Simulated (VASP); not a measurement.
Runs of VASP 6.6.1 on BN. The structure is that of space group R3m (No. 160), or close to it. The cells are those of the table. 

```tsv
task	cell	cutoff (eV)	smearing	gap on the mesh (eV)	pressure (GPa)	relaxed volume (Å³/atom)
relaxation of cell and atoms	relaxed from a = 3.669 Å, angles 39.9°, 2 atoms	600	gaussian 0.02 eV	(c)	0.0	9.31
single point	a = 3.598 Å, angles 40.7°, 2 atoms	520	gaussian 0.02 eV	(b)	(d)	-
single point	a = 3.782 Å, angles 38.7°, 2 atoms	520	gaussian 0.01 eV	4.24	0.3	-
single point	a = 3.138 Å, angles 46.6°, 2 atoms	520	gaussian 0.02 eV	3.60	(a)	-
single point	a = 2.936 Å, angles 49.6°, 2 atoms	520	gaussian 0.02 eV	3.30	25.5	-
relaxation of cell and atoms	relaxed from a = 3.770 Å, angles 38.8°, 2 atoms	600	gaussian 0.01 eV	4.19	0.0	9.27
```

Alike in all rows: level PBEsol; potentials or basis VASP PAW PBE potentials, release 64 (B, N); no spin polarisation; k mesh 12 × 12 × 12.

Q: Estimate the missing entries.

A: (a) 12.4; (b) 4.13; (c) 4.20; (d) 1.3.

Caveats: the PAW data sets were made with another functional, which shifts forces and pressure a little.

A k mesh can miss the band edges.
